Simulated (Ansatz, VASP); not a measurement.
**IrS: VASP beside Ansatz**

INCAR

```
SYSTEM = IrS
  PREC = Accurate
  ENCUT = 520
  EDIFF = 1E-6
  ISMEAR = 0
  SIGMA = 0.05
  LREAL = .FALSE.
  LASPH = .TRUE.
  NELM = 80
  ALGO = Normal
  ISIF = 2
  LWAVE = .FALSE.
  LCHARG = .TRUE.
  GGA = PE
  LELF = .TRUE.
  LVHAR = .TRUE.
  NBANDS = 14
```

File KPOINTS:

```
regular mesh
0
G
  10 10 10
  0 0 0
```

The input POSCAR:

```
IrS
1.0
    0.0000000000      2.6364931245      2.6364931245
    2.6364931245      0.0000000000      2.6364931245
    2.6364931245      2.6364931245      0.0000000000
Ir S
1 1
Direct
    0.0000000000      0.0000000000      0.0000000000
    0.2500000000      0.2500000000      0.2500000000
```

Input for Ansatz:

```yaml
crystal:
  lattice:
    - [0.0, 2.6364931245, 2.6364931245]
    - [2.6364931245, 0.0, 2.6364931245]
    - [2.6364931245, 2.6364931245, 0.0]
  atoms:
    - { symbol: Ir, position: [0.0, 0.0, 0.0] }
    - { symbol: S, position: [0.25, 0.25, 0.25] }
basis:
  ecutwfc: 420
  ecutrho_ratio: 4
kpoints:
  mp_grid: { grid: [10, 10, 10] }
hamiltonian:
  xc: pbe
scf:
  occupations: { method: gaussian, width: 0.05 }
output:
  forces: true
  stress: true
  eigenvalues: true
```

Alike in both runs: task single point; functional PBE; k mesh 10 × 10 × 10; occupations gaussian, width 0.05 eV; no spin polarisation.

|  | VASP | Ansatz |
| --- | --- | --- |
| version | VASP 6.6.1 | Ansatz 0.2.0 |
| potentials or method | VASP PAW PBE potentials, release 64 (Ir, S), cutoff 520 eV | scalar-relativistic, plane waves, PAW |
| valence electrons in the cell | 15 | 23 |

VASP gave:

| Property | Result |
| --- | --- |
| gap on the k mesh at the Fermi level (eV) | none |
| pressure (GPa) | 0.5 |

Question: What did Ansatz give for the same quantities?

Answer: gap on the k mesh at the Fermi level (eV): none; pressure (GPa): 0.0.

A gap of «none» marks a metal or a gap that the smearing closes. VASP's potentials hold 15 valence electrons a cell and Ansatz's 23, so a difference there can come from the potentials and not from the codes.

Spin-orbit coupling is off throughout.
